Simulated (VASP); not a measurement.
Sb, 1 atom in the cell. The structure is cubic, space group Im-3m (No. 229). The conventional cell has a = 3.676 Å, b = 3.676 Å, c = 3.676 Å, α = 90.00°, β = 90.00°, γ = 90.00°. Sb (site symmetry m-3m) has 14 Sb at 3.18 to 3.68 Å within 4.2 Å. 

* Program: VASP 6.6.1
* Task: single point
* Functional: PBEsol-based global hybrid
* Potentials or basis: VASP PAW PBE potentials, release 64 (Sb)
* Cutoff: 520 eV
* k mesh: 5 × 5 × 5
* Occupations: fermi-dirac, width 0.05 eV
* Spin: no spin polarisation
* Dipole correction: no
* Grid for exact exchange (PRECFOCK): Normal
* Share of exact exchange: 0.25
* Further INCAR settings: ALGO = Normal; EDIFF = 1e-07; NBANDS = 8

Potentials or basis: VASP PAW PBE potentials, release 64 (Sb).

Run with:

```console
$ cat potpaw_PBE.64/Sb/POTCAR > POTCAR
$ cp INCAR.step1 INCAR
$ mpirun -np 1 vasp_std > vasp.out
$ cp INCAR.step2 INCAR
$ mpirun -np 1 vasp_std > vasp.out
```

Hardware: 1 thread of Intel(R) Xeon(R) Platinum 8488C (Sapphire Rapids), on a shared host.

Task: How long does it take, and how much memory?

Result: Wall time 74 s on 1 thread of Intel(R) Xeon(R) Platinum 8488C (Sapphire Rapids), with other jobs on the host, peak memory 0.14 GiB. Counts: k points 10.
